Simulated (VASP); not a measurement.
# SiC4 (I4/m) in VASP: further runs, part 2 of 2

VASP 6.6.1. Earlier steps stand in the parts before.

## 3. Single point, PBE, collinear spin

INCAR

```
PREC = Accurate ; ENCUT = 520
EDIFF = 1E-7 ; ISMEAR = 0
SIGMA = 0.1 ; LREAL = F
LASPH = T ; NELM = 150
ALGO = Normal ; ISIF = 2
LWAVE = F ; LCHARG = F
ISPIN = 2 ; MAGMOM = 0 1 1 1 1
LORBIT = 11 ; GGA = PE
NBANDS = 22
```

KPOINTS

```
Automatic mesh
0
Gamma
  6 6 6
```

POSCAR

```
SiC4
1.0
   -2.9726274300      2.9726274300      1.8800546600
    2.9726274300     -2.9726274300      1.8800546600
    2.9726274300      2.9726274300     -1.8800546600
Si C
1 4
Direct
    0.0000000000      0.0000000000      0.0000000000
    0.6000000000      0.8000000000      0.4000000000
    0.4000000000      0.2000000000      0.6000000000
    0.8000000000      0.4000000000      0.2000000000
    0.2000000000      0.6000000000      0.8000000000
```

Potentials or basis: VASP PAW PBE potentials, release 64 (Si, C).

Run with:

```sh
$ cat potpaw_PBE.64/Si/POTCAR potpaw_PBE.64/C/POTCAR > POTCAR
$ mpirun -np 1 vasp_std > vasp.out
```

OUTCAR:

```text
PREC = Accurate
   ENCUT = 520
   EDIFF = 1E-7
   ISMEAR = 0
   LREAL = F
   LASPH = T
   NELM = 150
   ISIF = 2
   ISPIN = 2
   LORBIT = 11
   GGA = PE

 ion  position               nearest neighbor table
   1  0.000  0.000  0.000-
   2  0.600  0.800  0.400-
   3  0.400  0.200  0.600-
   4  0.800  0.400  0.200-
   5  0.200  0.600  0.800-

  LATTYP: Found a body centered tetragonal cell.
 ALAT       =     5.9452548600
 C/A-ratio  =     0.6324555311

  Lattice vectors:

[... 1432 lines left out ...]
     2.972627430 -2.972627430  1.880054660     0.168201368  0.000000000  0.265949714
     2.972627430  2.972627430 -1.880054660     0.168201368  0.168201368  0.000000000

 POSITION                                       TOTAL-FORCE (eV/Angst)
 -----------------------------------------------------------------------------------
      0.00000      0.00000      0.00000         0.000000      0.000000     -0.000000
      1.78358      0.59453      1.88005        -0.300791      0.180832      0.000000
      1.18905      2.37810      0.00000         0.300791     -0.180832     -0.000000
     -0.59453      1.78358      1.88005        -0.180832     -0.300791      0.000000
      3.56715      1.18905      0.00000         0.180832      0.300791     -0.000000
 -----------------------------------------------------------------------------------
    total drift:                                0.000000      0.000000      0.000000

  FREE ENERGIE OF THE ION-ELECTRON SYSTEM (eV)
  ---------------------------------------------------
  free  energy   TOTEN  =       -21.6597375671 eV

  energy  without entropy=      -21.6467980445  energy(sigma->0) =      -21.65326781

 total charge

# of ion       s       p       d       tot
------------------------------------------
    1        0.866   0.488   0.000   1.354
    2        1.062   0.918   0.000   1.980
    3        1.062   0.918   0.000   1.980
    4        1.062   0.918   0.000   1.980
    5        1.062   0.918   0.000   1.980
--------------------------------------------------
tot          5.116   4.160   0.000   9.276

 magnetization (x)

# of ion       s       p       d       tot
------------------------------------------
    1        0.000   0.000   0.000   0.000
    2       -0.000   0.000   0.000   0.000
    3       -0.000   0.000   0.000   0.000
    4       -0.000   0.000   0.000   0.000
    5       -0.000   0.000   0.000   0.000
--------------------------------------------------
tot          0.000   0.000   0.000   0.000
```

OSZICAR:

```text
N       E                     dE             d eps       ncg     rms          rms(c)
DAV:   1     0.348454632287E+02    0.34845E+02   -0.85345E+03  3168   0.775E+02
DAV:   2    -0.181912065127E+02   -0.53037E+02   -0.49838E+02  4200   0.135E+02
DAV:   3    -0.210698314595E+02   -0.28786E+01   -0.28204E+01  3822   0.256E+01
DAV:   4    -0.210947285810E+02   -0.24897E-01   -0.24877E-01  3752   0.285E+00
DAV:   5    -0.210949455640E+02   -0.21698E-03   -0.21697E-03  3888   0.257E-01    0.460E+00
DAV:   6    -0.215581291732E+02   -0.46318E+00   -0.31298E-01  3560   0.269E+00    0.205E+00
DAV:   7    -0.216541939225E+02   -0.96065E-01   -0.80760E-02  3606   0.147E+00    0.590E-01
DAV:   8    -0.216551206690E+02   -0.92675E-03   -0.15822E-02  3882   0.762E-01    0.324E-01
DAV:   9    -0.216590325131E+02   -0.39118E-02   -0.27769E-03  3594   0.358E-01    0.154E-01
DAV:  10    -0.216596741826E+02   -0.64167E-03   -0.18889E-04  3900   0.831E-02    0.671E-02
DAV:  11    -0.216597278264E+02   -0.53644E-04   -0.41891E-05  3650   0.433E-02    0.269E-02
DAV:  12    -0.216597351447E+02   -0.73183E-05   -0.72064E-06  3926   0.162E-02    0.875E-03
DAV:  13    -0.216597372589E+02   -0.21142E-05   -0.16368E-06  3720   0.766E-03    0.378E-03
DAV:  14    -0.216597376096E+02   -0.35077E-06   -0.13108E-07  2822   0.213E-03    0.774E-04
DAV:  15    -0.216597375671E+02    0.42590E-07   -0.37911E-08  2124   0.108E-03
   1 F= -.21659738E+02 E0= -.21653268E+02  d E =-.129395E-01  mag=     0.0000
```

stdout:

```text
POSCAR found type information on POSCAR SiC
 POSCAR found :  2 types and       5 ions
 scaLAPACK will be used
 LDA part: xc-table for (Slater+PW92), standard interpolation
 POSCAR, INCAR and KPOINTS ok, starting setup
 FFT: planning ... GRIDC
 FFT: planning ... GRID_SOFT
 FFT: planning ... GRID
 WAVECAR not read
 entering main loop
```

Run time: 2.7 min. Hardware: 1 thread of Intel Xeon 8259CL, shared host; peak memory 0.27 GiB.

What came out:

```
Free energy                                           : -21.6597 eV
Pressure                                              : -27.5 GPa
Largest force                                         : 0.351 eV/Å
Band gap on the k mesh                                : zero (filled and empty bands overlap)
Net moment                                            : 0.00 μB per cell
Valence electrons inside the program's atomic spheres : Si 1.35; C 1.98
```

Forces on the atoms (eV/Å):
```
Si   0.000  0.000  0.000
C   -0.301  0.181  0.000
C    0.301 -0.181  0.000
C   -0.181 -0.301  0.000
C    0.181  0.301  0.000
```

Stress tensor (GPa, compression positive):
```
-27.81   0.00   0.00
  0.00 -27.81   0.00
  0.00   0.00 -26.89
```

Levels at points of the mesh, in eV from the Fermi level:
Spin up:
| k point | band 8 | band 9 | band 10 | band 11 | band 12 | band 13 |
| --- | --- | --- | --- | --- | --- | --- |
| (0.00, 0.00, 0.00) | -2.06 | -0.92 | -0.92 | -0.74 | -0.57 | 0.29 |
| (0.50, 0.00, 0.00) | -2.57 | -0.60 | -0.47 | 0.26 | 0.41 | 1.83 |
| (0.50, 0.50, 0.00) | -1.95 | -1.94 | -1.62 | 1.34 | 1.41 | 1.43 |
| (0.50, 0.50, 0.50) | -0.07 | -0.07 | 1.30 | 1.30 | 1.41 | 1.54 |
Spin down:
| k point | band 7 | band 8 | band 9 | band 10 | band 11 | band 12 | band 13 | band 14 |
| --- | --- | --- | --- | --- | --- | --- | --- | --- |
| (0.00, 0.00, 0.00) | -2.06 | -2.06 | -0.92 | -0.92 | -0.74 | -0.57 | 0.29 | 0.91 |
| (0.50, 0.00, 0.00) | -2.73 | -2.57 | -0.60 | -0.47 | 0.26 | 0.41 | 1.83 | 2.14 |
| (0.50, 0.50, 0.00) | -2.16 | -1.95 | -1.94 | -1.62 | 1.34 | 1.41 | 1.43 | 1.51 |
| (0.50, 0.50, 0.50) | -0.31 | -0.07 | -0.07 | 1.30 | 1.30 | 1.41 | 1.54 | 1.54 |

Caveat: the cell stands under tension.
